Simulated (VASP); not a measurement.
Set up this calculation in VASP 6.6.1, as the native input.

| Property | Result |
| --- | --- |
| Task | single point |
| Functional | r2SCAN |
| Potentials or basis | VASP PAW PBE potentials, release 64 (Mg, O) |
| Cutoff | 520 eV |
| k mesh | 8 × 8 × 8 |
| Occupations | gaussian, width 0.01 eV |
| Spin | no spin polarisation |
| Dipole correction | no |
| Further INCAR settings | ALGO = Normal; EDIFF = 1e-06; NBANDS = 11 |

Crystal: MgO.

```
Mg O
1.0
     0.00000    2.12298    2.12298
     2.12298    0.00000    2.12298
     2.12298    2.12298    0.00000
Mg O
1 1
Direct
  0.00000 0.00000 0.00000
  0.50000 0.50000 0.50000
```

This cell differs from its parent crystal: volume changed by +3%.

One way to write it, as run:

POSCAR

```
MgO
1.0
    0.0000000000      2.1229823088      2.1229823088
    2.1229823088      0.0000000000      2.1229823088
    2.1229823088      2.1229823088      0.0000000000
Mg O
1 1
Direct
    0.0000000000      0.0000000000      0.0000000000
    0.5000000000      0.5000000000      0.5000000000
```

INCAR.step1

```
  PREC = Accurate
  ENCUT = 520
  ISMEAR = 0
  SIGMA = 0.01
  LREAL = False
  LASPH = True
  NELM = 100
  NBANDS = 11
  GGA = PE
  ALGO = Normal
  EDIFF = 1E-4
  LWAVE = True
  LCHARG = False
```

INCAR.step2

```
  PREC = Accurate
  ENCUT = 520
  EDIFF = 1E-6
  ISMEAR = 0
  SIGMA = 0.01
  LREAL = False
  LASPH = True
  NELM = 100
  ALGO = Normal
  ISIF = 2
  LWAVE = False
  LCHARG = True
  METAGGA = R2SCAN
  LMIXTAU = True
  LELF = True
  LVHAR = True
  NBANDS = 11
  ISTART = 1
```

KPOINTS

```
Automatic mesh
0
Gamma
  8 8 8
```

Potentials or basis: VASP PAW PBE potentials, release 64 (Mg, O).

The run is started by

```console
$ cat potpaw_PBE.64/Mg/POTCAR potpaw_PBE.64/O/POTCAR > POTCAR
$ cp INCAR.step1 INCAR
$ mpirun -np 1 vasp_std > vasp.out
$ cp INCAR.step2 INCAR
$ mpirun -np 1 vasp_std > vasp.out
```

It gave:

* Pressure: -5.8 GPa
* Band gap on the k mesh: 5.36 eV, direct

Caveat: the PAW data sets were made with another functional, which shifts forces and pressure a little.

Run time: 27 s on 1 thread of AMD EPYC 7R13 Processor (Zen 3) (shared host), peak memory 0.11 GiB.
